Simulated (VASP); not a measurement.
Runs of VASP 6.6.1 on Ca. The structure is that of space group Fd-3m (No. 227), or close to it. The cells are those of the table. This isn't the form of Ca at room conditions, which is fcc.

```csv
cell,gap on the mesh (eV),pressure (GPa)
"a = 5.828 Å, angles 60.0°, 2 atoms",none,0.6
"a = 5.348 Å, angles 60.0°, 2 atoms",none,(b)
"a = 5.598 Å, angles 60.0°, 2 atoms",none,1.4
"a = 5.072 Å, angles 60.0°, 2 atoms",none,3.3
"a = 4.827 Å, angles 60.0°, 2 atoms",none,(a)
"a = 4.590 Å, angles 60.0°, 2 atoms",none,5.7
```

Alike in all rows: task single point; level PBE; potentials or basis VASP PAW PBE potentials, release 64 (Ca_sv); no spin polarisation; k mesh 10 × 10 × 10; cutoff (eV) 520; smearing fermi-dirac 0.08 eV.

**Question.** Fill in the values left out.

**Answer.** (a) 4.6; (b) 2.2.

Caveats: the cell stands under pressure (at least some runs).

A gap of «none» marks levels without a gap at the run's occupations.
